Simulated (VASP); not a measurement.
# Hf in VASP: notebook

Hf is run at these levels: PBEsol; tasks: single point.

Everything below comes from runs of VASP 6.6.1. Logs are shortened: lines on timing, memory, paths and dates and some standing lists are left out, and cuts for length are marked.

### Step 1. The cell of the first run

The structure is hexagonal, space group P6_3/mmc (No. 194). The conventional cell has a = 3.218 Å, b = 3.218 Å, c = 5.091 Å, α = 90.00°, β = 90.00°, γ = 120.00°. Hf (site symmetry -6m2) has 12 Hf at 3.15 to 3.22 Å within 4.1 Å.

### Step 2. Single point, PBEsol (22.83 Å³/atom)

INCAR reads:

```
SYSTEM = Hf
PREC     = Accurate       ! precision mode
ENCUT    = 520            ! plane-wave cutoff, eV
EDIFF    = 1E-6           ! SCF threshold, eV
ISMEAR   = -1             ! smearing method
SIGMA    = 0.05           ! smearing width, eV
LREAL    = .False.        ! projectors in reciprocal space
LASPH    = .True.         ! aspherical terms in the spheres
NELM     = 80             ! most SCF steps
ALGO     = Fast           ! electronic algorithm
ISIF     = 2              ! what is computed and relaxed
LWAVE    = .False.        ! write WAVECAR
LCHARG   = .False.        ! write CHGCAR
GGA      = PS             ! functional
NBANDS   = 17             ! bands
```

KPOINTS reads:

```
regular mesh
0
Gamma
  10 10 5
  0 0 0
```

POSCAR reads:

```
Hf
1.0
    3.2178708157      0.0000000000      0.0000000000
   -1.6089354078      2.7867578725      0.0000000000
    0.0000000000      0.0000000000      5.0912963404
Hf
2
Direct
    0.6666666667      0.3333333333      0.7500000000
    0.3333333333      0.6666666667      0.2500000000
```

Potentials or basis: VASP PAW PBE potentials, release 64 (Hf_pv).

Launch:

```
cat potpaw_PBE.64/Hf_pv/POTCAR > POTCAR
mpirun -np 1 vasp_std > vasp.out
```

OUTCAR:

```text
SYSTEM = Hf
   PREC = Accurate
   ENCUT = 520
   EDIFF = 1E-6
   ISMEAR = -1
   LREAL = .False.
   LASPH = .True.
   NELM = 80
   ISIF = 2
   GGA = PS

 ion  position               nearest neighbor table
   1  0.667  0.333  0.750-   2 3.15   2 3.15   2 3.15   2 3.15   2 3.15   2 3.15
   2  0.333  0.667  0.250-   1 3.15   1 3.15   1 3.15   1 3.15   1 3.15   1 3.15

  LATTYP: Found a hexagonal cell.
 ALAT       =     3.2178708157
 C/A-ratio  =     1.5821941377

  Lattice vectors:

 A1 = (   3.2178708157,   0.0000000000,   0.0000000000)
 A2 = (  -1.6089354078,   2.7867578725,   0.0000000000)
 A3 = (   0.0000000000,   0.0000000000,   5.0912963404)

Analysis of symmetry for initial positions (statically):
=====================================================================
 Subroutine PRICEL returns:
 Original cell was already a primitive cell.

 Routine SETGRP: Setting up the symmetry group for a
 hexagonal supercell.

 Subroutine GETGRP returns: Found 24 space group operations
 (whereof 12 operations were pure point group operations)
 out of a pool of 24 trial point group operations.

The static configuration has the point symmetry D_3d.
 The point group associated with its full space group is D_6h.

Analysis of symmetry for dynamics (positions and initial velocities):
=====================================================================
 Subroutine PRICEL returns:
 Original cell was already a primitive cell.

 Routine SETGRP: Setting up the symmetry group for a
 hexagonal supercell.

 Subroutine GETGRP returns: Found 24 space group operations
 (whereof 12 operations were pure point group operations)
 out of a pool of 24 trial point group operations.

The dynamic configuration has the point symmetry D_3d.
 The point group associated with its full space group is D_6h.

 Subroutine INISYM returns: Found 24 space group operations
 (whereof 12 operations are pure point group operations),
 and found     1 'primitive' translations

----------------------------------------------------------------------------------------

                                     Primitive cell

  volume of cell :      45.6558

  direct lattice vectors                    reciprocal lattice vectors
     3.217870816  0.000000000  0.000000000     0.310764495  0.179419965  0.000000000
    -1.608935408  2.786757872  0.000000000     0.000000000  0.358839930  0.000000000
     0.000000000  0.000000000  5.091296340     0.000000000  0.000000000  0.196413631

  length of vectors
     3.217870816  3.217870816  5.091296340     0.358839930  0.358839930  0.196413631

  position of ions in fractional coordinates (direct lattice)
     0.666666667  0.333333333  0.750000000
     0.333333333  0.666666667  0.250000000

  ion indices of the primitive-cell ions
   primitive index   ion index
                 1           1
                 2           2

----------------------------------------------------------------------------------------

 KPOINTS: regular mesh

Automatic generation of k-mesh.
 Grid dimensions read from file:
 generate k-points for:   10   10    5

 Generating k-lattice:

  Cartesian coordinates                     Fractional coordinates (reciprocal lattice)
     0.031076450  0.017941997  0.000000000     0.100000000 -0.000000000  0.000000000
     0.000000000  0.035883993  0.000000000     0.000000000  0.100000000  0.000000000
     0.000000000  0.000000000  0.039282726     0.000000000  0.000000000  0.200000000

  Length of vectors
     0.035883993  0.035883993  0.039282726

  Shift w.r.t. Gamma in fractional coordinates (k-lattice)
     0.000000000  0.000000000  0.000000000

 Subroutine IBZKPT returns following result:
 ===========================================

 Found     42 irreducible k-points:

 Following reciprocal coordinates:
            Coordinates               Weight
  0.000000  0.000000  0.000000      1.000000
  0.100000  0.000000  0.000000      6.000000
  0.200000  0.000000  0.000000      6.000000
  0.300000  0.000000  0.000000      6.000000
  0.400000  0.000000  0.000000      6.000000
  0.500000  0.000000  0.000000      3.000000
[... 16 lines left out ...]
  0.300000  0.100000  0.200000     24.000000
  0.400000  0.100000  0.200000     24.000000
 [... further k-points ...]
   k-points           NKPTS =     42   k-points in BZ     NKDIM =     42   number of bands    NBANDS=     17
   number of dos      NEDOS =    301   number of ions     NIONS =      2
   total plane-waves  NPLWV =  23040
   dimension x,y,z NGX =    24 NGY =   24 NGZ =   40
   dimension x,y,z NGXF=    48 NGYF=   48 NGZF=   80
   ions per type =               2
   NGX,Y,Z   is equivalent  to a cutoff of  12.40, 12.40, 13.06 a.u.
   NGXF,Y,Z  is equivalent  to a cutoff of  24.80, 24.80, 26.12 a.u.
 SYSTEM =  Hf
   PREC   = accura    normal or accurate (medium, high low for compatibility)
   ISTART =      0    job   : 0-new  1-cont  2-samecut
   ICHARG =      2    charge: 1-file 2-atom 10-const
   ISPIN  =      1    spin polarized calculation?
   LNONCOLLINEAR =      F non collinear calculations
   LSORBIT =      F    spin-orbit coupling
   LASPH  =      T    aspherical Exc in radial PAW
   ENCUT  =  520.0 eV  38.22 Ry    6.18 a.u.   5.98  5.98  9.47*2*pi/ulx,y,z
   NELM   =     80;   NELMIN=  2; NELMDL= -5     # of ELM steps
   EDIFF  = 0.1E-05   stopping-criterion for ELM
   LREAL  =      F    real-space projection
   EDIFFG = 0.1E-04   stopping-criterion for IOM
   NSW    =      0    number of steps for IOM
   IBRION =     -1    ionic relax: 0-MD 1-quasi-New 2-CG
   NFREE  =      0    steps in history (QN), initial steepest desc. (CG)
   ISIF   =      2    stress and relaxation
   ISYM   =      2    0-nonsym 1-usesym 2-fastsym
   POTIM  = 0.5000    time-step for ionic-motion
   TEBEG  =    0.0;   TEEND  =   0.0 temperature during run
   PSTRESS=    0.0 pullay stress
   NELECT =      20.0000    total number of electrons
   NUPDOWN=      -1.0000    fix difference up-down
   EMIN   =  10.00;   EMAX   =-10.00  energy-range for DOS
   EFERMI =   0.00;   METHOD = LEGACY
   ISMEAR =    -1;   SIGMA  =   0.05  broadening in eV -4-tet -1-fermi 0-gaus
   EFERMI_NEDOS =   21; number of points for ismear=-14 and -15
   IALGO  =     68    algorithm
   IMIX   =      4    mixing-type and parameters
     AMIX     =   0.40;   BMIX     =  1.00
     AMIX_MAG =   1.60;   BMIX_MAG =  1.00
  volume/ion in A,a.u.               =      22.83       154.05
  Fermi-wavevector in a.u.,A,eV,Ry     =   1.243329  2.349551 21.032800  1.545867
  Thomas-Fermi vector in A             =   2.377645
   LORBIT       =      0    0 simple, 1 ext, 2 COOP (PROOUT), +10 PAW based schemes
   GGA     = PS    functional components
   LHFCALC =     F    Hartree Fock is set to
   AEXX    =    0.0000 exact exchange contribution
   IVDW    =     0    specifies the selected vdW correction
   LEPSILON=     F    determine dielectric tensor
   LRPA    =     F    only Hartree local field effects (RPA)
 non-spin polarized calculation
 RMM-DIIS sequential band-by-band and
  energy-cutoff  :      520.00
  volume of cell :       45.66
 maximum number of plane-waves:      1245
 NGX is ok and might be reduce to    24
   NGX = 11   NGY = 11   NGZ = 19

 number of electron      20.0000007 magnetization

 Free energy of the ion-electron system (eV)
  ---------------------------------------------------
  ext. energy  EPLUGINS =         0.00000000
  ---------------------------------------------------
  free energy    TOTEN  =       -20.96041583 eV

  energy without entropy =      -20.94867381  energy(sigma->0) =      -20.95454482

 E-fermi :   4.6149     XC(G=0): -11.2988

 val. band max:        4.5905771125   @ k =   0.0000   0.0000   0.4000
 cond. band min:       4.6166287874   @ k =   0.1000   0.1000   0.4000
 fundamental gap:      0.0260516748
 Fermi energy:         4.6148551403

 k-point     1 :       0.0000    0.0000    0.0000
  band No.  band energies     occupation
      1     -26.4258      2.00000
      2     -25.7233      2.00000
      3     -25.7233      2.00000
      4     -25.6100      2.00000
      5     -25.6024      2.00000
      6     -25.6024      2.00000
[... 9 lines left out ...]
     16       7.1955      0.00000
     17       9.8399      0.00000

 k-point     2 :       0.1000    0.0000    0.0000
  band No.  band energies     occupation
      1     -26.4016      2.00000
      2     -25.7743      2.00000
      3     -25.7404      2.00000
      4     -25.6561      2.00000
      5     -25.6212      2.00000
      6     -25.6094      2.00000
[... 9 lines left out ...]
     16       6.9296      0.00000
     17      10.5194      0.00000

 k-point     3 :       0.2000    0.0000    0.0000
  band No.  band energies     occupation
      1     -26.3338      2.00000
      2     -25.9080      2.00000
      3     -25.7919      2.00000
      4     -25.7833      2.00000
      5     -25.6551      2.00000
      6     -25.6292      2.00000
[... 9 lines left out ...]
     16       7.6025      0.00000
     17      10.4363      0.00000

 k-point     4 :       0.3000    0.0000    0.0000
  band No.  band energies     occupation
      1     -26.2362      2.00000
      2     -26.0732      2.00000
      3     -25.9511      2.00000
      4     -25.8339      2.00000
      5     -25.7104      2.00000
      6     -25.6556      2.00000
[... 9 lines left out ...]
     16       8.7411      0.00000
     17      10.7320      0.00000
[... 343 lines left out ...]
      1     -26.2547      2.00000
      2     -25.9786      2.00000
      3     -25.9292      2.00000
      4     -25.8093      2.00000
      5     -25.6934      2.00000
      6     -25.6756      2.00000
[... 9 lines left out ...]
     16       8.5457      0.00000
     17      10.2993      0.00000

 k-point    23 :       0.3000    0.1000    0.2000
  band No.  band energies     occupation
      1     -26.2439      2.00000
      2     -26.1047      2.00000
      3     -25.9960      2.00000
      4     -25.8626      2.00000
      5     -25.7456      2.00000
      6     -25.7053      2.00000
[... 9 lines left out ...]
     16       9.4249      0.00000
     17      10.5977      0.00000

 k-point    24 :       0.4000    0.1000    0.2000
  band No.  band energies     occupation
      1     -26.2859      2.00000
      2     -26.1662      2.00000
      3     -25.9956      2.00000
      4     -25.8823      2.00000
      5     -25.7947      2.00000
      6     -25.7262      2.00000
[... 9 lines left out ...]
     16      10.4233      0.00000
     17      11.2134      0.00000

 [... further k-points ...]
[... 5 lines left out ...]
  --------------------------------------------------------------------------------------
  -------------------------------------------------------------------------------------
  Total       -1.7048781     -1.7048781     -1.8821184     -0.0000000     -0.0000000      0.0000000
  in kB      -59.8284438    -59.8284438    -66.0482493     -0.0000000     -0.0000000      0.0000000
  external PRESSURE =     -61.9017123 kB  Pullay stress =       0.0000000 kB

 VOLUME and BASIS-vectors are now :
 -----------------------------------------------------------------------------
  energy-cutoff  :      520.00
  volume of cell :       45.66
      direct lattice vectors                 reciprocal lattice vectors
     3.217870816  0.000000000  0.000000000     0.310764495  0.179419965  0.000000000
    -1.608935408  2.786757872  0.000000000     0.000000000  0.358839930  0.000000000
     0.000000000  0.000000000  5.091296340     0.000000000  0.000000000  0.196413631

 POSITION                                       TOTAL-FORCE (eV/Angst)
 -----------------------------------------------------------------------------------
      1.60894      0.92892      3.81847         0.000000     -0.000000      0.000000
     -0.00000      1.85784      1.27282         0.000000      0.000000      0.000000
 -----------------------------------------------------------------------------------
    total drift:                               -0.000000      0.000000     -0.000000

  FREE ENERGIE OF THE ION-ELECTRON SYSTEM (eV)
  ---------------------------------------------------
  free  energy   TOTEN  =       -20.9604158255 eV

  energy  without entropy=      -20.9486738073  energy(sigma->0) =      -20.95454482
```

Wall time 40 s (1 thread of AMD EPYC 9R14 (Zen 4), shared host); peak memory 0.13 GiB.

What came out:

```
Free energy            : -20.9604 eV
Pressure               : -6.2 GPa
Band gap on the k mesh : zero (bands 10 and 11 overlap by 1.47 eV)
```

Caveat: the cell stands under tension; the PAW data sets were made with another functional, which shifts forces and pressure a little; spin-orbit coupling is left out, which moves the levels of the heavy elements.

### Step 3. Single point, PBEsol (23.72 Å³/atom)

This run uses another cell than the first one, of 23.72 Å³/atom.

INCAR reads:

```
SYSTEM = Hf
ALGO     = Normal         ! electronic algorithm
EDIFF    = 1E-6           ! SCF threshold, eV
ENCUT    = 520            ! plane-wave cutoff, eV
GGA      = PS             ! functional
ISIF     = 2              ! what is computed and relaxed
ISMEAR   = -1             ! smearing method
LASPH    = .True.         ! aspherical terms in the spheres
LCHARG   = .False.        ! write CHGCAR
LREAL    = .False.        ! projectors in reciprocal space
LWAVE    = .False.        ! write WAVECAR
NBANDS   = 17             ! bands
NELM     = 100            ! most SCF steps
PREC     = Accurate       ! precision mode
SIGMA    = 0.05           ! smearing width, eV
```

KPOINTS reads:

```
k-points
0
Gamma
  10 10 5
  0 0 0
```

POSCAR reads:

```
Hf
1.0
    3.2593963094      0.0000000000      0.0000000000
   -1.6296981547      2.8227200050      0.0000000000
    0.0000000000      0.0000000000      5.1569977332
Hf
2
Direct
    0.6666666667      0.3333333333      0.7500000000
    0.3333333333      0.6666666667      0.2500000000
```

Potentials or basis: VASP PAW PBE potentials, release 64 (Hf_pv).

Launch:

```
cat potpaw_PBE.64/Hf_pv/POTCAR > POTCAR
mpirun -np 1 vasp_std > vasp.out
```

It took 30 s on 1 thread of AMD EPYC 9R14 (Zen 4), shared host; peak memory 0.14 GiB.

It converged, with:

```yaml
Free_energy: -20.8722 eV
Pressure: -9.5 GPa
Band_gap_on_the_k_mesh: zero (bands 10 and 11 overlap by 1.47 eV)
```

Stress tensor (GPa, compression positive):
```
 -9.26   0.00   0.00
  0.00  -9.26   0.00
  0.00   0.00 -10.03
```

Levels at points of the mesh, in eV from the Fermi level:
```
           k point  band 7  band 8  band 9  band 10  band 11  band 12  band 13  band 14
(0.00, 0.00, 0.00)   -7.19   -3.54    0.48     1.15     1.15     1.40     1.90     1.90
(0.50, 0.00, 0.00)   -3.26   -2.55   -2.05    -0.87     0.78     0.79     1.56     5.50
```

Caveat: the cell stands under tension; the PAW data sets were made with another functional, which shifts forces and pressure a little; spin-orbit coupling is left out, which moves the levels of the heavy elements.

### Step 4. Single point, PBEsol (atoms moved at random)

INCAR reads:

```
SYSTEM = Hf
ALGO     = Fast           ! electronic algorithm
EDIFF    = 1E-7           ! SCF threshold, eV
ENCUT    = 520            ! plane-wave cutoff, eV
GGA      = PS             ! functional
ISIF     = 2              ! what is computed and relaxed
ISMEAR   = -1             ! smearing method
LASPH    = .True.         ! aspherical terms in the spheres
LCHARG   = .True.         ! write CHGCAR
LELF     = .True.         ! ELF
LREAL    = .False.        ! projectors in reciprocal space
LVHAR    = .True.       
LWAVE    = .False.        ! write WAVECAR
NBANDS   = 17             ! bands
NELM     = 60             ! most SCF steps
PREC     = Accurate       ! precision mode
SIGMA    = 0.05           ! smearing width, eV
```

KPOINTS is that of step 3.

POSCAR reads:

```
Hf
1.0
    3.1967000000      0.0000000000      0.0000000000
   -1.5983500000      2.7684234083      0.0000000000
    0.0000000000      0.0000000000      5.0578000000
Hf
2
Direct
    0.6707990000      0.3463000000      0.7545060000
    0.3256540000      0.6728700000      0.2466750000
```

Launch:

```
cat potpaw_PBE.64/Hf_pv/POTCAR > POTCAR
mpirun -np 1 vasp_std > vasp.out
```

It took 2.9 min on 1 thread of AMD EPYC 9R14 (Zen 4), shared host; peak memory 0.25 GiB.

It converged, with:

```
Free energy            : -20.9862 eV
Pressure               : -4.2 GPa
Largest force          : 0.141 eV/Å
Band gap on the k mesh : zero (bands 10 and 11 overlap by 1.48 eV)
```

Forces in eV/Å, atoms in the order of the input:
```
Hf  -0.060 -0.042 -0.120
Hf   0.060  0.042  0.120
```

Stress tensor (GPa, compression positive):
```
-3.94  0.22  0.05
 0.22 -4.25  0.03
 0.05  0.03 -4.47
```

Levels at points of the mesh, in eV from the Fermi level:
| k point | band 8 | band 9 | band 10 | band 11 | band 12 | band 13 |
| --- | --- | --- | --- | --- | --- | --- |
| (0.00, 0.00, 0.00) | -3.71 | 0.67 | 1.16 | 1.20 | 1.47 | 1.95 |
| (0.50, 0.00, 0.00) | -2.75 | -2.15 | -0.79 | 0.75 | 0.80 | 1.64 |
| (0.00, 0.50, 0.00) | -2.74 | -2.24 | -0.76 | 0.77 | 0.95 | 1.71 |
| (0.50, 0.50, 0.00) | -2.74 | -2.24 | -0.76 | 0.78 | 0.93 | 1.71 |

Caveat: the cell differs from its parent crystal (atoms moved at random); the cell stands under tension; the PAW data sets were made with another functional, which shifts forces and pressure a little; spin-orbit coupling is left out, which moves the levels of the heavy elements.

### Step 5. Summary

| cell | gap on the mesh (eV) | pressure (GPa) |
| --- | --- | --- |
| a = 3.218, b = 3.218, c = 5.091 Å, angles 90.0, 90.0, 120.0°, 2 atoms, atomic positions A | none | -6.2 |
| a = 3.259, b = 3.259, c = 5.157 Å, angles 90.0, 90.0, 120.0°, 2 atoms, atomic positions A | none | -9.5 |
| a = 3.197, b = 3.197, c = 5.058 Å, angles 90.0, 90.0, 120.0°, 2 atoms, atomic positions B | none | -4.2 |

Alike in all rows: task single point; level PBEsol; potentials or basis VASP PAW PBE potentials, release 64 (Hf_pv); no spin polarisation; k mesh 10 × 10 × 5; cutoff (eV) 520; smearing fermi-dirac 0.05 eV.

Caveats: the cell stands under tension; the PAW data sets were made with another functional, which shifts forces and pressure a little; spin-orbit coupling is left out, which moves the levels of the heavy elements.

Absolute energies hang on the potentials; compare differences alone.
